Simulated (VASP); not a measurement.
# CaSn3N2 (P6/mmm) in VASP: a series of runs

Runs on CaSn3N2. Level: PBE. Tasks: single point.

Everything below comes from runs of VASP 6.6.1. Logs are shortened: lines on timing, memory, paths and dates and some standing lists are left out, and cuts for length are marked.

### 1 The cell of the first run

Symmetry: P6/mmm, No. 191, hexagonal system. The conventional cell has a = 6.365 Å, b = 6.365 Å, c = 3.376 Å, α = 90.00°, β = 90.00°, γ = 120.00°. Ca (site symmetry 6/mmm) has 2 Ca at 3.38 Å and 12 Sn at 3.60 Å and 6 N at 3.67 Å within 4.4 Å. Sn (site symmetry mmm) has 4 N at 2.49 Å and 6 Sn at 3.18 to 3.38 Å within 3.4 Å. N (site symmetry -6m2) has 6 Sn at 2.49 Å and 2 N at 3.38 Å within 3.4 Å.

The cell was generated, and may not be a known phase.

### 2 Single point, PBE

Contents of INCAR:

```
SYSTEM = CaSn3N2
  PREC = Accurate
  ENCUT = 520
  EDIFF = 1E-6
  ISMEAR = 0
  SIGMA = 0.1
  LREAL = .False.
  LASPH = .True.
  NELM = 60
  ALGO = Normal
  ISIF = 2
  LWAVE = .False.
  LCHARG = .False.
  GGA = PE
  NBANDS = 40
```

Contents of KPOINTS:

```
regular mesh
0
Gamma
  3 3 6
  0 0 0
```

Contents of POSCAR:

```
CaSn3N2
1.0
    6.3645817357      0.0000000000      0.0000000000
   -3.1822908678      5.5118894675      0.0000000000
    0.0000000000      0.0000000000      3.3755908080
Ca Sn N
1 3 2
Direct
    0.0000000000      0.0000000000      0.5000000000
    0.0000000000      0.5000000000      0.0000000000
    0.5000000000      0.0000000000      0.0000000000
    0.5000000000      0.5000000000      0.0000000000
    0.3333333333      0.6666666667      0.5000000000
    0.6666666667      0.3333333333      0.5000000000
```

Potentials or basis: VASP PAW PBE potentials, release 64 (Ca_sv, Sn_d, N).

On the command line:

```
cat potpaw_PBE.64/Ca_sv/POTCAR potpaw_PBE.64/Sn_d/POTCAR potpaw_PBE.64/N/POTCAR > POTCAR
mpirun -np 1 vasp_std > vasp.out
```

OUTCAR:

```text
SYSTEM = CaSn3N2
   PREC = Accurate
   ENCUT = 520
   EDIFF = 1E-6
   ISMEAR = 0
   LREAL = .False.
   LASPH = .True.
   NELM = 60
   ISIF = 2
   GGA = PE

 ion  position               nearest neighbor table
   1  0.000  0.000  0.500-
   2  0.000  0.500  0.000-   5 2.49   6 2.49   5 2.49   6 2.49   3 3.18   3 3.18   4 3.18   4 3.18

   3  0.500  0.000  0.000-   5 2.49   6 2.49   5 2.49   6 2.49   4 3.18   4 3.18   2 3.18   2 3.18

   4  0.500  0.500  0.000-   5 2.49   6 2.49   5 2.49   6 2.49   3 3.18   3 3.18   2 3.18   2 3.18

   5  0.333  0.667  0.500-   3 2.49   3 2.49   2 2.49   2 2.49   4 2.49   4 2.49
   6  0.667  0.333  0.500-   3 2.49   3 2.49   2 2.49   2 2.49   4 2.49   4 2.49

  LATTYP: Found a hexagonal cell.
 ALAT       =     6.3645817357
 C/A-ratio  =     0.5303711930

  Lattice vectors:

 A1 = (   6.3645817357,   0.0000000000,   0.0000000000)
 A2 = (  -3.1822908678,   5.5118894675,   0.0000000000)
 A3 = (   0.0000000000,   0.0000000000,   3.3755908080)

Analysis of symmetry for initial positions (statically):
=====================================================================
 Subroutine PRICEL returns:
 Original cell was already a primitive cell.

 Routine SETGRP: Setting up the symmetry group for a
 hexagonal supercell.

 Subroutine GETGRP returns: Found 24 space group operations
 (whereof 24 operations were pure point group operations)
 out of a pool of 24 trial point group operations.

The static configuration has the point symmetry D_6h.

Analysis of symmetry for dynamics (positions and initial velocities):
=====================================================================
 Subroutine PRICEL returns:
 Original cell was already a primitive cell.

 Routine SETGRP: Setting up the symmetry group for a
 hexagonal supercell.

 Subroutine GETGRP returns: Found 24 space group operations
 (whereof 24 operations were pure point group operations)
 out of a pool of 24 trial point group operations.

The dynamic configuration has the point symmetry D_6h.

 Subroutine INISYM returns: Found 24 space group operations
 (whereof 24 operations are pure point group operations),
 and found     1 'primitive' translations

----------------------------------------------------------------------------------------

                                     Primitive cell
[... 79 lines left out ...]
   ICHARG =      2    charge: 1-file 2-atom 10-const
   ISPIN  =      1    spin polarized calculation?
   LNONCOLLINEAR =      F non collinear calculations
   LSORBIT =      F    spin-orbit coupling
   LASPH  =      T    aspherical Exc in radial PAW
   ENCUT  =  520.0 eV  38.22 Ry    6.18 a.u.  11.83 11.83  6.28*2*pi/ulx,y,z
   NELM   =     60;   NELMIN=  2; NELMDL= -5     # of ELM steps
   EDIFF  = 0.1E-05   stopping-criterion for ELM
   LREAL  =      F    real-space projection
[... 7 lines left out ...]
   TEBEG  =    0.0;   TEEND  =   0.0 temperature during run
   PSTRESS=    0.0 pullay stress
   NELECT =      62.0000    total number of electrons
   NUPDOWN=      -1.0000    fix difference up-down
   EMIN   =  10.00;   EMAX   =-10.00  energy-range for DOS
   EFERMI =   0.00;   METHOD = LEGACY
   ISMEAR =     0;   SIGMA  =   0.10  broadening in eV -4-tet -1-fermi 0-gaus
   EFERMI_NEDOS =   21; number of points for ismear=-14 and -15
   IALGO  =     38    algorithm
   IMIX   =      4    mixing-type and parameters
     AMIX     =   0.40;   BMIX     =  1.00
     AMIX_MAG =   1.60;   BMIX_MAG =  1.00
  volume/ion in A,a.u.               =      19.74       133.19
  Fermi-wavevector in a.u.,A,eV,Ry     =   1.319467  2.493432 23.687665  1.740994
  Thomas-Fermi vector in A             =   2.449363
   LORBIT       =      0    0 simple, 1 ext, 2 COOP (PROOUT), +10 PAW based schemes
   GGA     = PE    functional components
   LHFCALC =     F    Hartree Fock is set to
   AEXX    =    0.0000 exact exchange contribution
   IVDW    =     0    specifies the selected vdW correction
   LEPSILON=     F    determine dielectric tensor
   LRPA    =     F    only Hartree local field effects (RPA)
 non-spin polarized calculation
 Gauss-broadening in eV      SIGMA  =   0.10
  energy-cutoff  :      520.00
  volume of cell :      118.42
 maximum number of plane-waves:      3211
 NGX is ok and might be reduce to    48
   NGX = 23   NGY = 23   NGZ = 13

 number of electron      62.0000010 magnetization

 Free energy of the ion-electron system (eV)
  ---------------------------------------------------
  ext. energy  EPLUGINS =         0.00000000
  ---------------------------------------------------
  free energy    TOTEN  =       -27.26612710 eV

  energy without entropy =      -27.24838838  energy(sigma->0) =      -27.25725774

 E-fermi :   7.1511     XC(G=0): -10.4462

 val. band max:        7.1169095243   @ k =   0.3333   0.0000   0.1667
 cond. band min:       7.2366573009   @ k =   0.3333   0.3333   0.1667
 fundamental gap:      0.1197477765
 Fermi energy:         7.1511420884

 k-point     1 :       0.0000    0.0000    0.0000
  band No.  band energies     occupation
      1     -34.4344      2.00000
      2     -15.4564      2.00000
      3     -15.4564      2.00000
      4     -15.2771      2.00000
      5     -14.3630      2.00000
      6     -14.2778      2.00000
[... 505 lines left out ...]
     39      10.9082      0.00000
     40      10.9082      0.00000

------------------------ aborting loop because EDIFF is reached ----------------------------------------

  FORCE on cell =-STRESS in cart. coord.  units (eV):
  Direction    XX          YY          ZZ          XY          YZ          ZX
  --------------------------------------------------------------------------------------
  -------------------------------------------------------------------------------------
  Total       -0.0656294     -0.0656294     -0.0153001     -0.0000000     -0.0000000      0.0000000
  in kB       -0.8879507     -0.8879507     -0.2070073     -0.0000000     -0.0000000      0.0000000
  external PRESSURE =      -0.6609696 kB  Pullay stress =       0.0000000 kB

 VOLUME and BASIS-vectors are now :
 -----------------------------------------------------------------------------
  energy-cutoff  :      520.00
  volume of cell :      118.42
      direct lattice vectors                 reciprocal lattice vectors
     6.364581736  0.000000000  0.000000000     0.157119516  0.090712995  0.000000000
    -3.182290868  5.511889467  0.000000000     0.000000000  0.181425989  0.000000000
     0.000000000  0.000000000  3.375590808     0.000000000  0.000000000  0.296244437

 POSITION                                       TOTAL-FORCE (eV/Angst)
 -----------------------------------------------------------------------------------
      0.00000      0.00000      1.68780        -0.000000     -0.000000      0.000000
     -1.59115      2.75594      0.00000        -0.000000     -0.000000      0.000000
      3.18229      0.00000      0.00000        -0.000000     -0.000000      0.000000
      1.59115      2.75594      0.00000        -0.000000     -0.000000      0.000000
     -0.00000      3.67459      1.68780        -0.000000      0.000000      0.000000
      3.18229      1.83730      1.68780         0.000000     -0.000000     -0.000000
 -----------------------------------------------------------------------------------
    total drift:                               -0.000000      0.000000      0.000000

  FREE ENERGIE OF THE ION-ELECTRON SYSTEM (eV)
  ---------------------------------------------------
  free  energy   TOTEN  =       -27.2661271045 eV

  energy  without entropy=      -27.2483883776  energy(sigma->0) =      -27.25725774
```

stdout:

```text
POSCAR found type information on POSCAR CaSnN
 POSCAR found :  3 types and       6 ions
 scaLAPACK will be used
 LDA part: xc-table for (Slater+PW92), standard interpolation
 POSCAR, INCAR and KPOINTS ok, starting setup
 FFT: planning ... GRIDC
 FFT: planning ... GRID_SOFT
 FFT: planning ... GRID
 WAVECAR not read
 entering main loop
```

Run time: 37 s. Hardware: 1 thread of AMD EPYC 9R45 (Zen 5), shared host; peak memory 0.23 GiB.

Results:

| Item | Value |
| --- | --- |
| Free energy | -27.2661 eV |
| Pressure | -0.1 GPa |
| Band gap on the k mesh | zero (bands 31 and 32 overlap by 1.25 eV) |

Levels at points of the mesh, in eV from the Fermi level:
```
           k point  band 29  band 30  band 31  band 32  band 33  band 34
(0.00, 0.00, 0.00)    -0.19    -0.19     0.35     0.40     1.30     1.30
(0.00, 0.00, 0.50)    -2.04    -1.91    -1.91    -0.61     0.13     3.19
```

Caveat: the k points lie up to 0.38 Å⁻¹ apart, too coarse for converged energies and pressures of a metal; spin-orbit coupling is left out, which moves the levels of the heavy elements.

### 3 Single point, PBE

This run uses another cell than the first one, of 21.81 Å³/atom.

Contents of INCAR:

```
SYSTEM = CaSn3N2
PREC = Accurate
ENCUT = 520
EDIFF = 1E-6
ISMEAR = 0
SIGMA = 0.1
LREAL = .False.
LASPH = .True.
NELM = 80
ALGO = Normal
ISIF = 2
LWAVE = .False.
LCHARG = .True.
GGA = PE
LELF = .True.
LVHAR = .True.
NBANDS = 40
```

Contents of KPOINTS:

```
Automatic mesh
0
Gamma
  3 3 6
  0 0 0
```

Contents of POSCAR:

```
CaSn3N2
1.0
    6.4593989600      0.0000000000      0.0000000000
   -3.2296994800      5.5940035900      0.0000000000
    0.0000000000      0.0000000000      3.6212984200
Ca Sn N
1 3 2
Direct
    0.0000000000      0.0000000000      0.5000000000
    0.0000000000      0.5000000000      0.0000000000
    0.5000000000      0.0000000000      0.0000000000
    0.5000000000      0.5000000000      0.0000000000
    0.3333333300      0.6666666700      0.5000000000
    0.6666666700      0.3333333300      0.5000000000
```

Potentials or basis: VASP PAW PBE potentials, release 64 (Ca_sv, Sn_d, N).

On the command line:

```
cat potpaw_PBE.64/Ca_sv/POTCAR potpaw_PBE.64/Sn_d/POTCAR potpaw_PBE.64/N/POTCAR > POTCAR
mpirun -np 1 vasp_std > vasp.out
```

Run time: 46 s. Hardware: 1 thread of AMD EPYC 9R45 (Zen 5), shared host; peak memory 0.24 GiB.

It converged, with:

* Free energy: -27.0059 eV
* Pressure: -5.5 GPa
* Band gap on the k mesh: zero (bands 31 and 32 overlap by 1.30 eV)

Stress tensor (GPa, compression positive):
```
-5.38  0.00  0.00
 0.00 -5.38  0.00
 0.00  0.00 -5.71
```

Levels at points of the mesh, in eV from the Fermi level:
| k point | band 29 | band 30 | band 31 | band 32 | band 33 | band 34 |
| --- | --- | --- | --- | --- | --- | --- |
| (0.00, 0.00, 0.00) | -0.23 | 0.12 | 0.12 | 0.24 | 1.12 | 1.12 |
| (0.00, 0.00, 0.50) | -1.79 | -1.55 | -1.55 | -0.46 | 0.13 | 3.08 |

Caveat: the k points lie up to 0.37 Å⁻¹ apart, too coarse for converged energies and pressures of a metal; spin-orbit coupling is left out, which moves the levels of the heavy elements.

The gap in the log of VASP goes by the Fermi energy; the results here count the filled bands.